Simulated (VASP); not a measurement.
WS2, 6 atoms in the cell. The cell holds a slab with vacuum, 6 atoms: a = 2.939 Å, b = 2.939 Å, c = 24.844 Å, α = 90.00°, β = 90.00°, γ = 120.00°. 

- Program: VASP 6.6.1
- Task: single point
- Functional: PBEsol
- Potentials or basis: VASP PAW PBE potentials, release 64 (W_sv, S)
- Cutoff: 520 eV
- k mesh: 12 × 12 × 2
- Occupations: gaussian, width 0.05 eV
- Spin: no spin polarisation
- Dipole correction: no
- Further INCAR settings: ALGO = Normal; EDIFF = 1e-06; NBANDS = 35

Potentials or basis: VASP PAW PBE potentials, release 64 (W_sv, S).

The run is started by

```sh
$ cat potpaw_PBE.64/W_sv/POTCAR potpaw_PBE.64/S/POTCAR > POTCAR
$ mpirun -np 1 vasp_std > vasp.out
```

Hardware: 1 thread of AMD EPYC 9R45 96-Core Processor (Zen 5) (shared host).

**Question.** Estimate the wall time of this run.

**Answer.** Wall time 3.8 min on 1 thread of AMD EPYC 9R45 96-Core Processor (Zen 5), with other jobs on the host, peak memory 0.4 GiB. Counts: scf iterations 24, k points 38.
